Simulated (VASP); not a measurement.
## ZrF3: single point with PBE

ZrF3:

```
Zr F
1.0
     3.08822    0.00000    0.00000
     0.00000    3.08822    0.00000
     0.00000    0.00000    4.44189
Zr F
1 3
Direct
  0.00000 0.00000 0.00000
  0.50000 0.50000 0.76469
  0.00000 0.00000 0.50000
  0.50000 0.50000 0.23531
```

```
Program             : VASP 6.6.1
Task                : single point
Functional          : PBE
Potentials or basis : VASP PAW PBE potentials, release 64 (Zr_sv, F)
Cutoff              : 520 eV
k mesh              : 16 × 16 × 10
Occupations         : gaussian, width 0.1 eV
Spin                : no spin polarisation
```

```
Pressure : 0.0 GPa
```

Stress tensor (GPa, compression positive):
```
 0.07  0.00  0.00
 0.00  0.07  0.00
 0.00  0.00 -0.16
```

Levels at points of the mesh, in eV from the Fermi level:
| k point | band 12 | band 13 | band 14 | band 15 | band 16 | band 17 | band 18 | band 19 | band 20 | band 21 |
| --- | --- | --- | --- | --- | --- | --- | --- | --- | --- | --- |
| (0.00, 0.00, 0.00) | -6.09 | -5.85 | -3.97 | -3.97 | -3.28 | -2.97 | 0.57 | 2.45 | 2.77 | 2.77 |
| (0.50, 0.00, 0.00) | -5.65 | -4.88 | -4.62 | -4.34 | -3.45 | -0.34 | 0.15 | 1.71 | 2.80 | 2.89 |
| (0.50, 0.50, 0.00) | -7.35 | -5.62 | -4.16 | -4.16 | -3.34 | 1.86 | 2.27 | 2.27 | 2.76 | 4.11 |
| (0.00, 0.00, 0.50) | -6.30 | -6.30 | -5.06 | -3.80 | -3.80 | -2.93 | 1.22 | 2.46 | 3.11 | 3.11 |
| (0.50, 0.00, 0.50) | -6.39 | -6.24 | -5.91 | -4.58 | -4.25 | 0.13 | 1.11 | 2.35 | 2.97 | 4.60 |
| (0.50, 0.50, 0.50) | -6.99 | -6.97 | -4.95 | -3.89 | -3.89 | 2.12 | 2.51 | 2.51 | 4.11 | 4.95 |

Wall time 2.3 min on 1 thread of Intel(R) Xeon(R) Platinum 8488C (Sapphire Rapids) (shared host), peak memory 0.33 GiB.

Caveat: an odd number of electrons without spin polarisation forces a metal; a magnetic or distorted state may lie lower.
